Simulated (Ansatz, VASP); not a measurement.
# One calculation of Ni, two programs

```
Ni
1.0
     0.00000    1.60527    1.60527
     1.60527    0.00000    1.60527
     1.60527    1.60527    0.00000
Ni
1
Cartesian
  0.0000 0.0000 0.0000
```

Change from the starting cell: volume scaled by 0.76, LAPW.

Alike in both runs: task single point; functional PBE; k mesh 18 × 18 × 18; occupations fermi-dirac, width 0.05 eV; collinear spin.

|  | VASP | Ansatz |
| --- | --- | --- |
| version | VASP 6.6.1 | Ansatz 0.2.0 |
| potentials or method | VASP PAW PBE potentials, release 64 (Ni), cutoff 520 eV | all-electron LAPW, scalar-relativistic |

|  | VASP | Ansatz | Ansatz less VASP |
| --- | --- | --- | --- |
| pressure (GPa) | 105.3 | 106.5 | +1.18 |
| net moment per atom (μB) | 0.58 | 0.59 | +0.007 |
| size of the moment on the site where the two differ most (μB) | 0.57 | 0.61 | +0.038 |

Site moments also hang on the region over which each program counts them. Both programs put the cell under a high pressure, so it lies far from rest at this level. Ansatz ran all-electron here, and VASP with PAW potentials.

Noted on VASP's run: the cell as given lies far from equilibrium.
